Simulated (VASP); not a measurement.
# Nb3Sn (Pm-3n) in VASP: single point with r2SCAN

Aim: the single point of Nb3Sn with r2SCAN.

Program: VASP 6.6.1. These are calculated values, not measurements. Logs are shortened: lines on timing, memory, paths and dates and some standing lists are left out, and cuts for length are marked.

## 1. The cell of the first run

It takes space group Pm-3n (No. 223, cubic). The conventional cell has a = 5.304 Å, b = 5.304 Å, c = 5.304 Å, α = 90.00°, β = 90.00°, γ = 90.00°. Within 3.5 Å of Nb (site symmetry -4m2) lie 10 Nb at 2.65 to 3.25 Å and 4 Sn at 2.97 Å. Within 3.9 Å of Sn (site symmetry m-3) lie 12 Nb at 2.97 Å.

## 2. Single point, r2SCAN

Input file POSCAR:

```
Nb3Sn
1.0
    5.3040998214      0.0000000000      0.0000000000
    0.0000000000      5.3040998214      0.0000000000
    0.0000000000      0.0000000000      5.3040998214
Nb Sn
6 2
Direct
    0.2500000000      0.0000000000      0.5000000000
    0.5000000000      0.7500000000      0.0000000000
    0.7500000000      0.0000000000      0.5000000000
    0.5000000000      0.2500000000      0.0000000000
    0.0000000000      0.5000000000      0.7500000000
    0.0000000000      0.5000000000      0.2500000000
    0.0000000000      0.0000000000      0.0000000000
    0.5000000000      0.5000000000      0.5000000000
```

Input file INCAR.step1:

```
SYSTEM = Nb3Sn
PREC     = Accurate       ! precision mode
ENCUT    = 520            ! plane-wave cutoff, eV
ISMEAR   = 0              ! smearing method
SIGMA    = 0.1            ! smearing width, eV
LREAL    = .FALSE.        ! projectors in reciprocal space
LASPH    = .TRUE.         ! aspherical terms in the spheres
NELM     = 80             ! most SCF steps
NBANDS   = 63             ! bands
GGA      = PE             ! functional
ALGO     = Normal         ! electronic algorithm
EDIFF    = 1E-4           ! SCF threshold, eV
LWAVE    = .TRUE.         ! write WAVECAR
LCHARG   = .FALSE.        ! write CHGCAR
```

Input file INCAR.step2:

```
SYSTEM = Nb3Sn
PREC     = Accurate       ! precision mode
ENCUT    = 520            ! plane-wave cutoff, eV
EDIFF    = 1E-7           ! SCF threshold, eV
ISMEAR   = 0              ! smearing method
SIGMA    = 0.1            ! smearing width, eV
LREAL    = .FALSE.        ! projectors in reciprocal space
LASPH    = .TRUE.         ! aspherical terms in the spheres
NELM     = 80             ! most SCF steps
ALGO     = Normal         ! electronic algorithm
ISIF     = 2              ! what is computed and relaxed
LWAVE    = .FALSE.        ! write WAVECAR
LCHARG   = .FALSE.        ! write CHGCAR
METAGGA  = R2SCAN         ! meta-GGA
LMIXTAU  = .TRUE.       
NBANDS   = 63             ! bands
ISTART   = 1
```

Input file KPOINTS:

```
regular mesh
0
G
  8 8 8
  0 0 0
```

Potentials or basis: VASP PAW PBE potentials, release 64 (Nb_sv, Sn_d).

Run with:

```
cat potpaw_PBE.64/Nb_sv/POTCAR potpaw_PBE.64/Sn_d/POTCAR > POTCAR
cp INCAR.step1 INCAR
mpirun -np 1 vasp_std > vasp.out
cp INCAR.step2 INCAR
mpirun -np 1 vasp_std > vasp.out
```

OUTCAR:

```text
SYSTEM = Nb3Sn
   PREC = Accurate
   ENCUT = 520
   EDIFF = 1E-7
   ISMEAR = 0
   LREAL = .FALSE.
   LASPH = .TRUE.
   NELM = 80
   ISIF = 2
   METAGGA = R2SCAN
   ISTART = 1

 ion  position               nearest neighbor table
   1  0.250  0.000  0.500-   3 2.65   3 2.65   8 2.97   7 2.97   8 2.97   7 2.97
   2  0.500  0.750  0.000-   4 2.65   4 2.65   8 2.97   8 2.97   7 2.97   7 2.97
   3  0.750  0.000  0.500-   1 2.65   1 2.65   8 2.97   7 2.97   8 2.97   7 2.97
   4  0.500  0.250  0.000-   2 2.65   2 2.65   8 2.97   8 2.97   7 2.97   7 2.97
   5  0.000  0.500  0.750-   6 2.65   6 2.65   8 2.97   7 2.97   7 2.97   8 2.97
   6  0.000  0.500  0.250-   5 2.65   5 2.65   8 2.97   7 2.97   7 2.97   8 2.97
   7  0.000  0.000  0.000-   1 2.97   2 2.97   3 2.97   4 2.97   5 2.97   6 2.97   1 2.97   3 2.97
                             5 2.97   6 2.97   2 2.97   4 2.97
   8  0.500  0.500  0.500-   1 2.97   2 2.97   3 2.97   4 2.97   5 2.97   6 2.97   2 2.97   4 2.97
                             1 2.97   3 2.97   5 2.97   6 2.97

  LATTYP: Found a simple cubic cell.
 ALAT       =     5.3040998214

  Lattice vectors:

 A1 = (   5.3040998214,   0.0000000000,   0.0000000000)
 A2 = (   0.0000000000,   5.3040998214,   0.0000000000)
 A3 = (   0.0000000000,   0.0000000000,   5.3040998214)

Analysis of symmetry for initial positions (statically):
=====================================================================
 Subroutine PRICEL returns:
 Original cell was already a primitive cell.

 Routine SETGRP: Setting up the symmetry group for a
 simple cubic supercell.

 Subroutine GETGRP returns: Found 48 space group operations
 (whereof 24 operations were pure point group operations)
 out of a pool of 48 trial point group operations.

The static configuration has the point symmetry T_h .
 The point group associated with its full space group is O_h .

Analysis of symmetry for dynamics (positions and initial velocities):
=====================================================================
 Subroutine PRICEL returns:
 Original cell was already a primitive cell.

 Routine SETGRP: Setting up the symmetry group for a
 simple cubic supercell.

 Subroutine GETGRP returns: Found 48 space group operations
 (whereof 24 operations were pure point group operations)
 out of a pool of 48 trial point group operations.

The dynamic configuration has the point symmetry T_h .
 The point group associated with its full space group is O_h .

 Subroutine INISYM returns: Found 48 space group operations
 (whereof 24 operations are pure point group operations),
 and found     1 'primitive' translations

----------------------------------------------------------------------------------------

                                     Primitive cell

  volume of cell :     149.2228

  direct lattice vectors                    reciprocal lattice vectors
     5.304099821  0.000000000  0.000000000     0.188533405  0.000000000  0.000000000
     0.000000000  5.304099821  0.000000000     0.000000000  0.188533405  0.000000000
     0.000000000  0.000000000  5.304099821     0.000000000  0.000000000  0.188533405

  length of vectors
     5.304099821  5.304099821  5.304099821     0.188533405  0.188533405  0.188533405

  position of ions in fractional coordinates (direct lattice)
     0.250000000  0.000000000  0.500000000
     0.500000000  0.750000000  0.000000000
     0.750000000  0.000000000  0.500000000
     0.500000000  0.250000000  0.000000000
     0.000000000  0.500000000  0.750000000
     0.000000000  0.500000000  0.250000000
     0.000000000  0.000000000  0.000000000
     0.500000000  0.500000000  0.500000000

  ion indices of the primitive-cell ions
   primitive index   ion index
                 1           1
                 2           2
                 3           3
                 4           4
                 5           5
                 6           6
                 7           7
                 8           8

----------------------------------------------------------------------------------------

 KPOINTS: regular mesh

Automatic generation of k-mesh.
 Grid dimensions read from file:
 generate k-points for:    8    8    8

 Generating k-lattice:

  Cartesian coordinates                     Fractional coordinates (reciprocal lattice)
     0.023566676  0.000000000  0.000000000     0.125000000  0.000000000  0.000000000
     0.000000000  0.023566676  0.000000000     0.000000000  0.125000000  0.000000000
     0.000000000  0.000000000  0.023566676     0.000000000  0.000000000  0.125000000

  Length of vectors
     0.023566676  0.023566676  0.023566676

  Shift w.r.t. Gamma in fractional coordinates (k-lattice)
     0.000000000  0.000000000  0.000000000

 Subroutine IBZKPT returns following result:
 ===========================================

 Found     35 irreducible k-points:

 Following reciprocal coordinates:
            Coordinates               Weight
  0.000000  0.000000  0.000000      1.000000
  0.125000  0.000000  0.000000      6.000000
  0.250000  0.000000  0.000000      6.000000
  0.375000  0.000000  0.000000      6.000000
  0.500000  0.000000  0.000000      3.000000
  0.125000  0.125000  0.000000     12.000000
[... 16 lines left out ...]
  0.375000  0.375000  0.125000     24.000000
  0.500000  0.375000  0.125000     24.000000
 [... further k-points ...]
   k-points           NKPTS =     35   k-points in BZ     NKDIM =     35   number of bands    NBANDS=     63
   number of dos      NEDOS =    301   number of ions     NIONS =      8
   total plane-waves  NPLWV =  64000
   dimension x,y,z NGX =    40 NGY =   40 NGZ =   40
   dimension x,y,z NGXF=    80 NGYF=   80 NGZF=   80
   ions per type =               6   2
   NGX,Y,Z   is equivalent  to a cutoff of  12.54, 12.54, 12.54 a.u.
   NGXF,Y,Z  is equivalent  to a cutoff of  25.07, 25.07, 25.07 a.u.
 SYSTEM =  Nb3Sn
   PREC   = accura    normal or accurate (medium, high low for compatibility)
   ISTART =      1    job   : 0-new  1-cont  2-samecut
   ICHARG =      0    charge: 1-file 2-atom 10-const
   ISPIN  =      1    spin polarized calculation?
   LNONCOLLINEAR =      F non collinear calculations
   LSORBIT =      F    spin-orbit coupling
   LASPH  =      T    aspherical Exc in radial PAW
   ENCUT  =  520.0 eV  38.22 Ry    6.18 a.u.   9.86  9.86  9.86*2*pi/ulx,y,z
   NELM   =     80;   NELMIN=  2; NELMDL=  0     # of ELM steps
   EDIFF  = 0.1E-06   stopping-criterion for ELM
   LREAL  =      F    real-space projection
   EDIFFG = 0.1E-05   stopping-criterion for IOM
   NSW    =      0    number of steps for IOM
   IBRION =     -1    ionic relax: 0-MD 1-quasi-New 2-CG
   NFREE  =      0    steps in history (QN), initial steepest desc. (CG)
   ISIF   =      2    stress and relaxation
   ISYM   =      2    0-nonsym 1-usesym 2-fastsym
   POTIM  = 0.5000    time-step for ionic-motion
   TEBEG  =    0.0;   TEEND  =   0.0 temperature during run
   PSTRESS=    0.0 pullay stress
   NELECT =     106.0000    total number of electrons
   NUPDOWN=      -1.0000    fix difference up-down
   EMIN   =  10.00;   EMAX   =-10.00  energy-range for DOS
   EFERMI =   0.00;   METHOD = LEGACY
   ISMEAR =     0;   SIGMA  =   0.10  broadening in eV -4-tet -1-fermi 0-gaus
   EFERMI_NEDOS =   21; number of points for ismear=-14 and -15
   IALGO  =     38    algorithm
   IMIX   =      4    mixing-type and parameters
     AMIX     =   0.40;   BMIX     =  1.00
     AMIX_MAG =   1.60;   BMIX_MAG =  1.00
  volume/ion in A,a.u.               =      18.65       125.88
  Fermi-wavevector in a.u.,A,eV,Ry     =   1.460714  2.760349 29.030540  2.133684
  Thomas-Fermi vector in A             =   2.577131
   LORBIT       =      0    0 simple, 1 ext, 2 COOP (PROOUT), +10 PAW based schemes
   METAGGA = R2SCAN    functional components
   LHFCALC =     F    Hartree Fock is set to
   AEXX    =    0.0000 exact exchange contribution
   IVDW    =     0    specifies the selected vdW correction
   LEPSILON=     F    determine dielectric tensor
   LRPA    =     F    only Hartree local field effects (RPA)
 non-spin polarized calculation
 Gauss-broadening in eV      SIGMA  =   0.10
  energy-cutoff  :      520.00
  volume of cell :      149.22
 maximum number of plane-waves:      4068
 NGX is ok and might be reduce to    40
   NGX = 19   NGY = 19   NGZ = 19

 number of electron     106.0000034 magnetization

 Free energy of the ion-electron system (eV)
  ---------------------------------------------------
  ext. energy  EPLUGINS =         0.00000000
  ---------------------------------------------------
  free energy    TOTEN  =      -200.36914892 eV

  energy without entropy =     -200.30251954  energy(sigma->0) =     -200.33583423

 E-fermi :  11.2474     XC(G=0): -13.4220

 val. band max:       11.2388287964   @ k =   0.1250   0.0000   0.0000
 cond. band min:      11.2487148269   @ k =   0.5000   0.5000   0.2500
 fundamental gap:      0.0098860305
 Fermi energy:        11.2473537393

 k-point     1 :       0.0000    0.0000    0.0000
  band No.  band energies     occupation
      1     -45.1716      2.00000
      2     -45.0945      2.00000
      3     -45.0945      2.00000
      4     -44.8626      2.00000
      5     -44.8626      2.00000
      6     -44.8626      2.00000
[... 55 lines left out ...]
     62      15.0708      0.00000
     63      15.2740      0.00000

 k-point     2 :       0.1250    0.0000    0.0000
  band No.  band energies     occupation
      1     -45.1666      2.00000
      2     -45.0967      2.00000
      3     -45.0879      2.00000
      4     -44.8725      2.00000
      5     -44.8626      2.00000
      6     -44.8626      2.00000
[... 55 lines left out ...]
     62      15.0537      0.00000
     63      15.1473      0.00000

 k-point     3 :       0.2500    0.0000    0.0000
  band No.  band energies     occupation
      1     -45.1543      2.00000
      2     -45.1030      2.00000
      3     -45.0674      2.00000
      4     -44.9003      2.00000
      5     -44.8626      2.00000
      6     -44.8626      2.00000
[... 1375 lines left out ...]
     62      14.1348      0.00000
     63      14.1754      0.00000

 k-point    24 :       0.5000    0.3750    0.1250
  band No.  band energies     occupation
      1     -45.1114      2.00000
      2     -45.0496      2.00000
      3     -44.9926      2.00000
      4     -44.9896      2.00000
      5     -44.9401      2.00000
      6     -44.8727      2.00000
[... 55 lines left out ...]
     62      13.9923      0.00000
     63      14.0766      0.00000

 [... further k-points ...]

------------------------ aborting loop because EDIFF is reached ----------------------------------------

  FORCE on cell =-STRESS in cart. coord.  units (eV):
  Direction    XX          YY          ZZ          XY          YZ          ZX
  --------------------------------------------------------------------------------------
  -------------------------------------------------------------------------------------
  Total       -0.0962639     -0.0962639     -0.0962639     -0.0000000      0.0000000      0.0000000
  in kB       -1.0335673     -1.0335673     -1.0335673     -0.0000000      0.0000000      0.0000000
  external PRESSURE =      -1.0335673 kB  Pullay stress =       0.0000000 kB

 VOLUME and BASIS-vectors are now :
 -----------------------------------------------------------------------------
  energy-cutoff  :      520.00
  volume of cell :      149.22
      direct lattice vectors                 reciprocal lattice vectors
     5.304099821  0.000000000  0.000000000     0.188533405  0.000000000  0.000000000
     0.000000000  5.304099821  0.000000000     0.000000000  0.188533405  0.000000000
     0.000000000  0.000000000  5.304099821     0.000000000  0.000000000  0.188533405

 POSITION                                       TOTAL-FORCE (eV/Angst)
 -----------------------------------------------------------------------------------
      1.32602      0.00000      2.65205        -0.000000     -0.000000      0.000000
      2.65205      3.97807      0.00000         0.000000      0.000000     -0.000000
      3.97807      0.00000      2.65205         0.000000     -0.000000      0.000000
      2.65205      1.32602      0.00000        -0.000000     -0.000000      0.000000
      0.00000      2.65205      3.97807         0.000000      0.000000     -0.000000
      0.00000      2.65205      1.32602         0.000000      0.000000     -0.000000
      0.00000      0.00000      0.00000         0.000000      0.000000     -0.000000
      2.65205      2.65205      2.65205         0.000000      0.000000     -0.000000
 -----------------------------------------------------------------------------------
    total drift:                                0.000000     -0.000000      0.000000

  FREE ENERGIE OF THE ION-ELECTRON SYSTEM (eV)
  ---------------------------------------------------
  free  energy   TOTEN  =      -200.3691489176 eV

  energy  without entropy=     -200.3025195370  energy(sigma->0) =     -200.33583423
```

Wall time 37 min (1 thread of Intel Xeon 8259CL, shared host); peak memory 0.42 GiB.

Results:

| Quantity | Value |
| --- | --- |
| Free energy | -200.3691 eV |
| Pressure | -0.1 GPa |
| Band gap on the k mesh | zero (bands 53 and 54 overlap by 0.62 eV) |

Levels at points of the mesh, in eV from the Fermi level:
| k point | band 49 | band 50 | band 51 | band 52 | band 53 | band 54 | band 55 | band 56 | band 57 | band 58 |
| --- | --- | --- | --- | --- | --- | --- | --- | --- | --- | --- |
| (0.00, 0.00, 0.00) | -1.45 | -0.62 | -0.62 | -0.62 | -0.05 | -0.05 | 2.60 | 2.60 | 2.60 | 2.68 |
| (0.50, 0.00, 0.00) | -1.02 | -1.02 | -0.91 | -0.91 | -0.42 | -0.42 | 1.60 | 1.60 | 2.37 | 2.37 |
| (0.50, 0.50, 0.00) | 0.11 | 0.11 | 0.11 | 0.20 | 0.20 | 0.64 | 0.64 | 0.68 | 0.77 | 1.01 |
| (0.50, 0.50, 0.50) | 0.08 | 0.08 | 0.08 | 0.08 | 0.08 | 0.08 | 0.11 | 0.11 | 0.11 | 0.11 |

Caveat: the PAW data sets were made with another functional, which shifts forces and pressure a little; spin-orbit coupling is left out, which moves the levels of the heavy elements.
